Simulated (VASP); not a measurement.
Input of a VASP 6.6.1 run:

Contents of INCAR:

```
SYSTEM = SiO2
PREC = Accurate
ENCUT = 520
EDIFF = 1E-6
ISMEAR = -1
SIGMA = 0.02
LREAL = .FALSE.
LASPH = .TRUE.
NELM = 80
ALGO = Normal
ISIF = 2
LWAVE = .FALSE.
LCHARG = .FALSE.
GGA = PE
NBANDS = 25
```

Contents of KPOINTS:

```
Automatic mesh
0
G
  7 7 11
  0 0 0
```

The input POSCAR:

```
SiO2
1.0
    4.1667000000      0.0000000000      0.0000000000
    0.0000000000      4.1667000000      0.0000000000
    0.0000000000      0.0000000000      2.6645000000
Si O
2 4
Direct
    0.0000000000      0.0000000000      0.0000000000
    0.5000000000      0.5000000000      0.5000000000
    0.3052552527      0.3052552527      0.0000000000
    0.1947447473      0.8052552527      0.5000000000
    0.6947447473      0.6947447473      0.0000000000
    0.8052552527      0.1947447473      0.5000000000
```

Potentials or basis: VASP PAW PBE potentials, release 64 (Si, O).

Run with:

```console
$ cat potpaw_PBE.64/Si/POTCAR potpaw_PBE.64/O/POTCAR > POTCAR
$ mpirun -np 1 vasp_std > vasp.out
```

(1) Estimate the band gap on the k mesh.

(2) Predict the pressure.

Answers

(1) 5.69 eV, direct.

(2) 12.8 GPa.
